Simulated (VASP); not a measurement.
Here is a VASP 6.6.1 calculation.

The input INCAR:

```
PREC = Accurate
ENCUT = 520
EDIFF = 1E-6
ISMEAR = 0
SIGMA = 0.1
LREAL = False
LASPH = True
NELM = 60
ALGO = Normal
ISIF = 2
LWAVE = False
LCHARG = False
LDIPOL = True
IDIPOL = 3
DIPOL = 0.5 0.5 0.294
GGA = PE
NBANDS = 14
```

Contents of KPOINTS:

```
regular mesh
0
Gamma
  6 6 1
```

File POSCAR:

```
P
1.0
    4.5673109858      0.0000002439      0.0000000000
   -2.2836557041      3.9554072187      0.0000000000
    0.0000000000      0.0000000000     23.8000000000
P
3
Direct
    0.4999916044      0.5000083956      0.2941176471
    0.4999916044      0.9999832087      0.2941176471
    0.0000167913      0.5000083956      0.2941176471
```

Potentials or basis: VASP PAW PBE potentials, release 64 (P).

Launch:

```console
$ cat potpaw_PBE.64/P/POTCAR > POTCAR
$ mpirun -np 1 vasp_std > vasp.out
```

Q: Predict the band gap on the k mesh.

A: Zero (an odd number of electrons rules out a gap without spin polarisation).
